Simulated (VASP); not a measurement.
Here is a VASP 6.6.1 calculation.

Contents of INCAR:

```
PREC = Accurate
ENCUT = 600
EDIFF = 1E-6
ISMEAR = 0
SIGMA = 0.01
LREAL = False
LASPH = True
NELM = 120
ALGO = Normal
ISIF = 2
LWAVE = False
LCHARG = True
GGA = CA
LELF = True
LVHAR = True
NBANDS = 15
GGA_COMPAT = False
```

KPOINTS

```
Automatic mesh
0
Gamma
  8 8 8
```

File POSCAR:

```
SrO
1.0
    0.0000000000      2.5070206759      2.5070206759
    2.5070206759      0.0000000000      2.5070206759
    2.5070206759      2.5070206759      0.0000000000
Sr O
1 1
Direct
    0.0000000000      0.0000000000      0.0000000000
    0.5000000000      0.5000000000      0.5000000000
```

Potentials or basis: VASP PAW LDA potentials, release 64 (Sr_sv, O).

Command:

```console
$ cat potpaw_LDA.64/Sr_sv/POTCAR potpaw_LDA.64/O/POTCAR > POTCAR
$ mpirun -np 1 vasp_std > vasp.out
```

**Question.** What does it give for the pressure?

**Answer.** 4.2 GPa.

**Question.** Predict the band gap on the k mesh.

**Answer.** 3.03 eV, indirect (least direct gap 3.05 eV).

A k mesh can miss the band edges.
